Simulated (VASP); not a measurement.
Input of a VASP 6.6.1 run:

POSCAR

```
Pt
1.0
    2.7043096880      0.0000000000      0.0000000000
   -1.3521548440      2.3420008895      0.0000000000
    0.0000000000      0.0000000000      4.6943078975
Pt
2
Direct
    0.3333333333      0.6666666667      0.2500000000
    0.6666666667      0.3333333333      0.7500000000
```

The input INCAR.step1:

```
PREC = Accurate
ENCUT = 550
ISMEAR = -1
SIGMA = 0.05
LREAL = F
LASPH = T
NELM = 120
NBANDS = 25
GGA = PE
ALGO = Normal
EDIFF = 1E-5
LWAVE = T
LCHARG = F
GGA_COMPAT = F
```

INCAR.step2

```
PREC = Accurate
ENCUT = 550
EDIFF = 1E-6
ISMEAR = -1
SIGMA = 0.05
LREAL = F
LASPH = T
NELM = 120
ALGO = Normal
ISIF = 2
LWAVE = F
LCHARG = F
METAGGA = R2SCAN
LMIXTAU = T
NBANDS = 25
ISTART = 1
GGA_COMPAT = F
```

The input KPOINTS:

```
Automatic mesh
0
Gamma
  11 11 6
```

Potentials or basis: VASP PAW PBE potentials, release 64 (Pt_sv_GW).

Command:

```bash
$ cat potpaw_PBE.64/Pt_sv_GW/POTCAR > POTCAR
$ cp INCAR.step1 INCAR
$ mpirun -np 1 vasp_std > vasp.out
$ cp INCAR.step2 INCAR
$ mpirun -np 1 vasp_std > vasp.out
```

(1) What does it give for the band gap on the k mesh?

(2) Predict the pressure.

Results:

(1) zero (band 18 reaches 11.19 eV, above the bottom of band 19 at 9.77 eV).

(2) 8.6 GPa.

Caveat: the PAW data sets were made with another functional, which shifts forces and pressure a little; spin-orbit coupling is left out, which moves the levels of the heavy elements.
